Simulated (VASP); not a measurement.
# Ta (P-1) in VASP: single point with PBEsol

Aim: the single point of Ta with PBEsol.

Program: VASP 6.6.1. These are calculated values, not measurements. Logs are shortened: lines on timing, memory, paths and dates and some standing lists are left out, and cuts for length are marked.

### Step 1. The cell of the first run

The typed cell holds 4 atoms: a = 4.741 Å, b = 4.643 Å, c = 4.613 Å, α = 60.96°, β = 60.79°, γ = 59.63°.

### Step 2. Single point, PBEsol

File INCAR:

```
ALGO     = Fast           # electronic algorithm
EDIFF    = 1E-6           # SCF threshold, eV
ENCUT    = 520            # plane-wave cutoff, eV
GGA      = PS             # functional
ISIF     = 2              # what is computed and relaxed
ISMEAR   = 0              # smearing method
LASPH    = T              # aspherical terms in the spheres
LCHARG   = F              # write CHGCAR
LREAL    = F              # projectors in reciprocal space
LWAVE    = F              # write WAVECAR
NBANDS   = 30             # bands
NELM     = 60             # most SCF steps
PREC     = Accurate       # precision mode
SIGMA    = 0.15           # smearing width, eV
```

File KPOINTS:

```
k-points
0
Gamma
  10 10 10
```

File POSCAR:

```
Ta
1.0
   -0.0512249570     -3.3865295392      3.3181083850
    3.2268322501     -3.3378625669     -0.0025579846
    3.2403946867      0.0161204212      3.2830038492
Ta
4
Direct
    0.0000354679     -0.0000055876     -0.0000238666
    0.2499728057      0.2500032717      0.2500194053
    0.4999710174      0.5000204291      0.5000199342
    0.7500207090      0.7499818867      0.7499845271
```

Potentials or basis: VASP PAW PBE potentials, release 64 (Ta_pv).

The run is started by

```bash
$ cat potpaw_PBE.64/Ta_pv/POTCAR > POTCAR
$ mpirun -np 1 vasp_std > vasp.out
```

OUTCAR:

```text
EDIFF = 1E-6
   ENCUT = 520
   GGA = PS
   ISIF = 2
   ISMEAR = 0
   LASPH = T
   LREAL = F
   NELM = 60
   PREC = Accurate

 ion  position               nearest neighbor table
   1  0.000  1.000  1.000-   2 2.85   4 2.85   4 2.85   2 2.85   2 2.87   4 2.87   4 2.91   2 2.91
                             3 3.26   3 3.26   3 3.30   3 3.30   3 3.37   3 3.37
   2  0.250  0.250  0.250-   1 2.85   3 2.85   3 2.85   1 2.85   1 2.87   3 2.87   3 2.91   1 2.91
                             4 3.26   4 3.26   4 3.30   4 3.30   4 3.37   4 3.37
   3  0.500  0.500  0.500-   4 2.85   2 2.85   2 2.85   4 2.85   2 2.87   4 2.87   4 2.91   2 2.91
                             1 3.26   1 3.26   1 3.30   1 3.30   1 3.37   1 3.37
   4  0.750  0.750  0.750-   3 2.85   1 2.85   1 2.85   3 2.85   1 2.87   3 2.87   3 2.91   1 2.91
                             2 3.26   2 3.26   2 3.30   2 3.30   2 3.37   2 3.37

  Warning from LATTYP: Got some problem with cell dimensions!
  Tried to take original basis but could not verify dimensions!
  LATTYP: Found a triclinic cell.
 ALAT       =     4.6663532512
 B/A-ratio  =     1.4152074359
 C/A-ratio  =     0.9949107067
 COS(alpha) =     0.0009715486
 COS(beta)  =     0.4811565213
 COS(gamma) =     0.7156567078

  Lattice vectors:

 A1 = (  -3.2780572071,  -0.0486669723,   3.3206663696)
 A2 = (  -0.0376625204,  -0.0325465511,   6.6036702188)
 A3 = (  -3.2268322501,   3.3378625669,   0.0025579846)

Analysis of symmetry for initial positions (statically):
=====================================================================
 Subroutine PRICEL returns:
 Original cell was already a primitive cell.

 Routine SETGRP: Setting up the symmetry group for a
 triclinic supercell.

 Subroutine GETGRP returns: Found  1 space group operations
 (whereof  1 operations were pure point group operations)
 out of a pool of  2 trial point group operations.

The static configuration has the point symmetry C_1 .

Analysis of symmetry for dynamics (positions and initial velocities):
=====================================================================
 Subroutine PRICEL returns:
 Original cell was already a primitive cell.

 Routine SETGRP: Setting up the symmetry group for a
 triclinic supercell.

 Subroutine GETGRP returns: Found  1 space group operations
 (whereof  1 operations were pure point group operations)
 out of a pool of  2 trial point group operations.

The dynamic configuration has the point symmetry C_1 .

 Subroutine INISYM returns: Found  1 space group operations
 (whereof  1 operations are pure point group operations),
 and found     1 'primitive' translations

----------------------------------------------------------------------------------------

                                     Primitive cell

  volume of cell :      72.5265

  direct lattice vectors                    reciprocal lattice vectors
    -0.051224957 -3.386529539  3.318108385    -0.151091955 -0.146180885  0.149848763
     3.226832250 -3.337862567 -0.002557985     0.154033008 -0.150567707 -0.151294531
     3.240394687  0.016120421  3.283003849     0.152827569  0.147626653  0.153030145

  length of vectors
     4.741418519  4.642604811  4.612865906     0.258171032  0.263223929  0.261855150

  position of ions in fractional coordinates (direct lattice)
     0.000035468  0.999994412  0.999976133
     0.249972806  0.250003272  0.250019405
     0.499971017  0.500020429  0.500019934
     0.750020709  0.749981887  0.749984527

  ion indices of the primitive-cell ions
   primitive index   ion index
                 1           1
                 2           2
                 3           3
                 4           4

----------------------------------------------------------------------------------------

 KPOINTS: k-points

Automatic generation of k-mesh.
 Grid dimensions read from file:
 generate k-points for:   10   10   10

 Generating k-lattice:

  Cartesian coordinates                     Fractional coordinates (reciprocal lattice)
    -0.015109195 -0.014618088  0.014984876     0.100000000 -0.000000000  0.000000000
     0.015403301 -0.015056771 -0.015129453     0.000000000  0.100000000  0.000000000
     0.015282757  0.014762665  0.015303014     0.000000000  0.000000000  0.100000000

  Length of vectors
     0.025817103  0.026322393  0.026185515

  Shift w.r.t. Gamma in fractional coordinates (k-lattice)
     0.000000000  0.000000000  0.000000000

 Subroutine IBZKPT returns following result:
 ===========================================

 Found    504 irreducible k-points:

 Following reciprocal coordinates:
            Coordinates               Weight
  0.000000  0.000000  0.000000      1.000000
  0.100000 -0.000000  0.000000      2.000000
  0.200000 -0.000000  0.000000      2.000000
  0.300000 -0.000000  0.000000      2.000000
  0.400000 -0.000000  0.000000      2.000000
  0.500000 -0.000000  0.000000      1.000000
[... 16 lines left out ...]
 -0.400000  0.200000  0.000000      2.000000
 -0.300000  0.200000 -0.000000      2.000000
 [... further k-points ...]
   k-points           NKPTS =    504   k-points in BZ     NKDIM =    504   number of bands    NBANDS=     30
   number of dos      NEDOS =    301   number of ions     NIONS =      4
   total plane-waves  NPLWV =  46656
   dimension x,y,z NGX =    36 NGY =   36 NGZ =   36
   dimension x,y,z NGXF=    72 NGYF=   72 NGZF=   72
   ions per type =               4
   NGX,Y,Z   is equivalent  to a cutoff of  12.62, 12.89, 12.97 a.u.
   NGXF,Y,Z  is equivalent  to a cutoff of  25.24, 25.78, 25.95 a.u.
 SYSTEM =  unknown system
   PREC   = accura    normal or accurate (medium, high low for compatibility)
   ISTART =      0    job   : 0-new  1-cont  2-samecut
   ICHARG =      2    charge: 1-file 2-atom 10-const
   ISPIN  =      1    spin polarized calculation?
   LNONCOLLINEAR =      F non collinear calculations
   LSORBIT =      F    spin-orbit coupling
   LASPH  =      T    aspherical Exc in radial PAW
   ENCUT  =  520.0 eV  38.22 Ry    6.18 a.u.   8.82  8.63  8.58*2*pi/ulx,y,z
   NELM   =     60;   NELMIN=  2; NELMDL= -5     # of ELM steps
   EDIFF  = 0.1E-05   stopping-criterion for ELM
   LREAL  =      F    real-space projection
   EDIFFG = 0.1E-04   stopping-criterion for IOM
   NSW    =      0    number of steps for IOM
   IBRION =     -1    ionic relax: 0-MD 1-quasi-New 2-CG
   NFREE  =      0    steps in history (QN), initial steepest desc. (CG)
   ISIF   =      2    stress and relaxation
   ISYM   =      2    0-nonsym 1-usesym 2-fastsym
   POTIM  = 0.5000    time-step for ionic-motion
   TEBEG  =    0.0;   TEEND  =   0.0 temperature during run
   PSTRESS=    0.0 pullay stress
   NELECT =      44.0000    total number of electrons
   NUPDOWN=      -1.0000    fix difference up-down
   EMIN   =  10.00;   EMAX   =-10.00  energy-range for DOS
   EFERMI =   0.00;   METHOD = LEGACY
   ISMEAR =     0;   SIGMA  =   0.15  broadening in eV -4-tet -1-fermi 0-gaus
   EFERMI_NEDOS =   21; number of points for ismear=-14 and -15
   IALGO  =     68    algorithm
   IMIX   =      4    mixing-type and parameters
     AMIX     =   0.40;   BMIX     =  1.00
     AMIX_MAG =   1.60;   BMIX_MAG =  1.00
  volume/ion in A,a.u.               =      18.13       122.36
  Fermi-wavevector in a.u.,A,eV,Ry     =   1.385884  2.618940 26.132349  1.920673
  Thomas-Fermi vector in A             =   2.510252
   LORBIT       =      0    0 simple, 1 ext, 2 COOP (PROOUT), +10 PAW based schemes
   GGA     = PS    functional components
   LHFCALC =     F    Hartree Fock is set to
   AEXX    =    0.0000 exact exchange contribution
   IVDW    =     0    specifies the selected vdW correction
   LEPSILON=     F    determine dielectric tensor
   LRPA    =     F    only Hartree local field effects (RPA)
 non-spin polarized calculation
 RMM-DIIS sequential band-by-band and
 Gauss-broadening in eV      SIGMA  =   0.15
  energy-cutoff  :      520.00
  volume of cell :       72.53
 maximum number of plane-waves:      1976
   NGX = 17   NGY = 17   NGZ = 17

 number of electron      44.0000004 magnetization

 Free energy of the ion-electron system (eV)
  ---------------------------------------------------
  ext. energy  EPLUGINS =         0.00000000
  ---------------------------------------------------
  free energy    TOTEN  =       -50.18367076 eV

  energy without entropy =      -50.12398440  energy(sigma->0) =      -50.15382758

 E-fermi :   5.2761     XC(G=0): -12.6938

 val. band max:        5.2756896611   @ k =   0.1000   0.5000   0.3000
 cond. band min:       5.2760986665   @ k =  -0.1000  -0.2000   0.2000
 fundamental gap:      0.0004090054
 Fermi energy:         5.2760635992

 k-point     1 :       0.0000    0.0000    0.0000
  band No.  band energies     occupation
      1     -28.6461      2.00000
      2     -28.5910      2.00000
      3     -28.5329      2.00000
      4     -28.3821      2.00000
      5     -28.3821      2.00000
      6     -28.3683      2.00000
[... 22 lines left out ...]
     29      10.4195      0.00000
     30      10.4195      0.00000

 k-point     2 :       0.1000   -0.0000    0.0000
  band No.  band energies     occupation
      1     -28.6454      2.00000
      2     -28.5919      2.00000
      3     -28.5178      2.00000
      4     -28.5063      2.00000
      5     -28.4571      2.00000
      6     -28.4454      2.00000
[... 22 lines left out ...]
     29      10.3163      0.00000
     30      10.4110      0.00000

 k-point     3 :       0.2000   -0.0000    0.0000
  band No.  band energies     occupation
      1     -28.6473      2.00000
      2     -28.6217      2.00000
      3     -28.5985      2.00000
      4     -28.5256      2.00000
      5     -28.5177      2.00000
      6     -28.4228      2.00000
[... 22 lines left out ...]
     29      10.0795      0.00000
     30      10.1225      0.00000

 k-point     4 :       0.3000   -0.0000    0.0000
  band No.  band energies     occupation
      1     -28.6605      2.00000
      2     -28.6509      2.00000
      3     -28.6088      2.00000
      4     -28.5799      2.00000
      5     -28.5702      2.00000
      6     -28.2975      2.00000
[... 22 lines left out ...]
     29       9.8607      0.00000
     30       9.9707      0.00000

 k-point     5 :       0.4000   -0.0000    0.0000
  band No.  band energies     occupation
      1     -28.6508      2.00000
      2     -28.6240      2.00000
      3     -28.6188      2.00000
      4     -28.6166      2.00000
      5     -28.6019      2.00000
      6     -28.3538      2.00000
[... 22 lines left out ...]
     29       9.7254      0.00000
     30       9.7950      0.00000
[... 526 lines left out ...]
     29       9.6809      0.00000
     30      10.0090      0.00000

 k-point    22 :       0.5000    0.2000    0.0000
  band No.  band energies     occupation
      1     -28.8086      2.00000
      2     -28.7214      2.00000
      3     -28.6791      2.00000
      4     -28.4453      2.00000
      5     -28.4108      2.00000
      6     -28.3674      2.00000
[... 22 lines left out ...]
     29       9.4613      0.00000
     30       9.8113      0.00000

 k-point    23 :      -0.4000    0.2000    0.0000
  band No.  band energies     occupation
      1     -28.7932      2.00000
      2     -28.7421      2.00000
      3     -28.5890      2.00000
      4     -28.5532      2.00000
      5     -28.4017      2.00000
      6     -28.3798      2.00000
[... 22 lines left out ...]
     29       9.5703      0.00000
     30       9.6716      0.00000

 k-point    24 :      -0.3000    0.2000   -0.0000
  band No.  band energies     occupation
      1     -28.7586      2.00000
      2     -28.7459      2.00000
      3     -28.6726      2.00000
      4     -28.4387      2.00000
      5     -28.3859      2.00000
      6     -28.3428      2.00000
[... 22 lines left out ...]
     29       9.0628      0.00000
     30       9.4652      0.00000

 [... further k-points ...]

------------------------ aborting loop because EDIFF is reached ----------------------------------------

  FORCE on cell =-STRESS in cart. coord.  units (eV):
  Direction    XX          YY          ZZ          XY          YZ          ZX
  --------------------------------------------------------------------------------------
  -------------------------------------------------------------------------------------
  Total       -1.4397163     -3.0752534     -2.0957306     -0.6075272      0.2979437      0.3658475
  in kB      -31.8046519    -67.9351631    -46.2966068    -13.4208327      6.5818484      8.0819051
  external PRESSURE =     -48.6788073 kB  Pullay stress =       0.0000000 kB

 VOLUME and BASIS-vectors are now :
 -----------------------------------------------------------------------------
  energy-cutoff  :      520.00
  volume of cell :       72.53
      direct lattice vectors                 reciprocal lattice vectors
    -0.051224957 -3.386529539  3.318108385    -0.151091955 -0.146180885  0.149848763
     3.226832250 -3.337862567 -0.002557985     0.154033008 -0.150567707 -0.151294531
     3.240394687  0.016120421  3.283003849     0.152827569  0.147626653  0.153030145

 POSITION                                       TOTAL-FORCE (eV/Angst)
 -----------------------------------------------------------------------------------
      6.46713     -3.32184      3.28049         0.000860      0.001220     -0.000414
      1.60408     -1.67699      1.64961        -0.000634     -0.001026      0.000293
      3.20813     -3.35411      3.29925        -0.001479      0.000021      0.000278
      4.81189     -5.03121      4.94893         0.001254     -0.000215     -0.000157
 -----------------------------------------------------------------------------------
    total drift:                                0.000001      0.000001      0.000001

  FREE ENERGIE OF THE ION-ELECTRON SYSTEM (eV)
  ---------------------------------------------------
  free  energy   TOTEN  =       -50.1836707556 eV

  energy  without entropy=      -50.1239843996  energy(sigma->0) =      -50.15382758
```

It took 20 min on 1 thread of Intel Xeon 8259CL, shared host; peak memory 0.82 GiB.

Results:

```
Free energy            : -50.1837 eV
Pressure               : -4.9 GPa
Band gap on the k mesh : zero (bands 22 and 23 overlap by 2.26 eV)
```

Stress tensor (GPa, compression positive):
```
-3.18 -1.34  0.81
-1.34 -6.79  0.66
 0.81  0.66 -4.63
```

Caveat: the cell stands under tension; the PAW data sets were made with another functional, which shifts forces and pressure a little; spin-orbit coupling is left out, which moves the levels of the heavy elements.
